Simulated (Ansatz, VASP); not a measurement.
## Ir in VASP and in Ansatz

File INCAR:

```
SYSTEM = Ir
ALGO = Normal ; EDIFF = 1E-6
ENCUT = 560 ; GGA = CA
GGA_COMPAT = .FALSE. ; ISIF = 2
ISMEAR = 0 ; LASPH = .TRUE.
LCHARG = .FALSE. ; LREAL = .FALSE.
LWAVE = .FALSE. ; NBANDS = 14
NELM = 120 ; PREC = Accurate
SIGMA = 0.15
```

The input KPOINTS:

```
k-points
0
G
  22 22 22
  0 0 0
```

File POSCAR:

```
Ir
1.0
    0.0000000000      1.9550769059      1.8098146918
    1.9550769059      0.0000000000      1.8098146918
    1.9550769059      1.9550769059      0.0000000000
Ir
1
Direct
    0.0000000000      0.0000000000      0.0000000000
```

Input for Ansatz:

```yaml
crystal:
  lattice:
    - [0.0, 1.9550769059, 1.8098146918]
    - [1.9550769059, 0.0, 1.8098146918]
    - [1.9550769059, 1.9550769059, 0.0]
  atoms:
    - { symbol: Ir, position: [0.0, 0.0, 0.0] }
basis:
  ecutwfc: 420
kpoints:
  mp_grid: { grid: [22, 22, 22] }
hamiltonian:
  xc: lda
scf:
  occupations: { method: gaussian, width: 0.15 }
output:
  forces: true
  stress: true
  eigenvalues: true
```

Alike in both runs: task single point; functional LDA; k mesh 22 × 22 × 22; occupations gaussian, width 0.15 eV; no spin polarisation.

```csv
,VASP,Ansatz
version,VASP 6.6.1,Ansatz 0.2.0
potentials or method,"VASP PAW LDA potentials, release 64 (Ir_sv_GW), cutoff 560 eV","scalar-relativistic, plane waves, PAW"
valence electrons in the cell,17,17
```

```csv
,VASP,Ansatz,Ansatz less VASP
gap on the k mesh at the Fermi level (eV),none,none,-
pressure (GPa),1.2,1.5,+0.36
"traceless stress, the component that is largest in VASP (GPa)",19.06,19.16,+0.101
```

LDA's correlation is that of Perdew and Zunger in VASP and of Perdew and Wang (1992) in Ansatz. A gap of «none» marks a metal or a gap that the smearing closes.

Spin-orbit coupling is off throughout.
